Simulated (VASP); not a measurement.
# Sc: single point with PBE

Sc:

```xyz
2
Lattice="3.2592 0.0000 0.0000 -1.6296 2.8225 0.0000 0.0000 0.0000 5.4260" Properties=species:S:1:pos:R:3 pbc="T T T"
Sc    0.0000    1.8817    1.3565
Sc    1.6296    0.9408    4.0695
```

This cell differs from its parent crystal: strain -0.015 along x and y, +0.030 along z.

```
Program             : VASP 6.6.1
Task                : single point
Functional          : PBE
Potentials or basis : VASP PAW PBE potentials, release 64 (Sc_sv)
Cutoff              : 520 eV
k mesh              : 18 × 18 × 10
Occupations         : gaussian, width 0.15 eV
Spin                : no spin polarisation
```

The pressure is -0.4 GPa. The band gap on the k mesh is zero (bands 11 and 12 overlap by 1.13 eV).

Stress tensor (GPa, compression positive):
```
 1.13  0.00  0.00
 0.00  1.13  0.00
 0.00  0.00 -3.40
```

Levels at points of the mesh, in eV from the Fermi level:
```
           k point  band 8  band 9  band 10  band 11  band 12  band 13  band 14  band 15
(0.00, 0.00, 0.00)  -27.88   -5.12    -1.76     0.13     1.47     1.62     1.62     1.97
(0.50, 0.00, 0.00)  -27.94   -1.53    -1.03    -0.73    -0.18     1.07     1.57     1.59
(0.00, 0.00, 0.50)  -27.90   -3.72    -3.72     0.72     0.72     1.61     1.61     1.61
(0.50, 0.00, 0.50)  -27.98   -1.46    -1.46    -0.01    -0.01     1.23     1.23     2.48
```

Run time: 90 s on 1 thread of Intel(R) Xeon(R) 6975P-C (Granite Rapids), on a shared host, peak memory 0.27 GiB.

Caveat: the cell differs from its parent crystal (strain -0.015 along x and y, +0.030 along z).
